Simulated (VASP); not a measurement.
Here is a VASP 6.6.1 calculation.

INCAR

```
SYSTEM = AlNi
PREC = Accurate ; ENCUT = 520
EDIFF = 1E-6 ; ISMEAR = 0
SIGMA = 0.1 ; LREAL = .FALSE.
LASPH = .TRUE. ; NELM = 60
ALGO = Fast ; ISIF = 2
LWAVE = .FALSE. ; LCHARG = .FALSE.
GGA = PS ; NBANDS = 14
```

Contents of KPOINTS:

```
Automatic mesh
0
G
  16 16 14
  0 0 0
```

POSCAR

```
AlNi
1.0
    2.0292426275     -2.0292434232      0.0000000000
    2.0292426275      2.0292434232      0.0000000000
    0.0000000000      0.0000000000      2.8808981673
Al Ni
1 1
Direct
    0.0000000000      0.0000000000      0.0000000000
    0.5000000000      0.5000000000      0.5000000000
```

Potentials or basis: VASP PAW PBE potentials, release 64 (Al, Ni).

The run is started by

```console
$ cat potpaw_PBE.64/Al/POTCAR potpaw_PBE.64/Ni/POTCAR > POTCAR
$ mpirun -np 1 vasp_std > vasp.out
```

Q: What does it give for the band gap on the k mesh?

A: Zero (an odd number of electrons rules out a gap without spin polarisation).

Q: What does it give for the pressure?

A: -2.2 GPa.

Caveat: the PAW data sets were made with another functional, which shifts forces and pressure a little. Spin polarisation is off, so any magnetic state and its effect on volume and gap are missing.
